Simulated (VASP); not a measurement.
Here is a VASP 6.6.1 calculation.

Contents of INCAR:

```
PREC = Accurate ; ENCUT = 520
EDIFF = 1E-7 ; ISMEAR = -1
SIGMA = 0.05 ; LREAL = Auto
LASPH = T ; NELM = 100
ALGO = Normal ; ISIF = 2
LWAVE = F ; LCHARG = F
GGA = PS ; NBANDS = 55
```

Contents of KPOINTS:

```
Automatic mesh
0
Gamma
  1 1 1
```

File POSCAR:

```
H17O8F
1.0
    7.0886680000      0.0000000000      0.0000000000
    0.0000000000      7.0886680000      0.0000000000
    0.0000000000      0.0000000000      7.0886680000
O H F
8 17 1
Direct
    0.9504747577      0.7302782413      0.9209769734
    0.2765822860      0.7220679541      0.4199237431
    0.2902378839      0.2117746239      0.7621742195
    0.5853991187      0.8401719477      0.2417802611
    0.1214614650      0.0419260713      0.4275979634
    0.5553229464      0.0979027372     -0.0045847824
    0.0439292685      0.0519843784      0.0741182970
    0.8068934813      0.9259990735      0.5711087048
    0.8621789030      0.7863113352      0.8352485968
    1.0534419160      0.6811293744      0.8318911254
    0.3988196372      0.7419306420      0.3653859935
    0.2129596139      0.8535736192      0.4422692669
    0.2692466342      0.3471173992      0.7454856117
    0.2289005494      0.1720774622      0.6488101855
    0.5622918156      0.9501361892      0.1587463258
    0.6599265193      0.7300948500      0.1857753812
    0.1121508300      0.0543543583      0.2876421917
    0.0061788759     -0.0053888827      0.4816701812
    0.6804522373      0.1598607806     -0.0110740128
    0.4630771253      0.1355120595     -0.1074672985
    0.1263142808      0.1407880860     -0.0014107023
    0.0232906944     -0.0733706248      0.0139095243
    0.7787076500      1.0503383710      0.6259709158
    0.7146476602      0.9167871877      0.4572650320
    0.2858223858      0.6384556309      0.5477756893
    0.2103074936      0.5725335141      0.7199660077
```

Potentials or basis: VASP PAW PBE potentials, release 64 (O, H, F).

Launch:

```bash
$ cat potpaw_PBE.64/O/POTCAR potpaw_PBE.64/H/POTCAR potpaw_PBE.64/F/POTCAR > POTCAR
$ mpirun -np 1 vasp_gam > vasp.out
```

(1) What does it give for the pressure?

(2) Estimate the largest force.

Results:

(1) -0.2 GPa.

(2) 3.161 eV/Å.

Caveat: the k points lie up to 0.89 Å⁻¹ apart; the PAW data sets were made with another functional, which shifts forces and pressure a little.
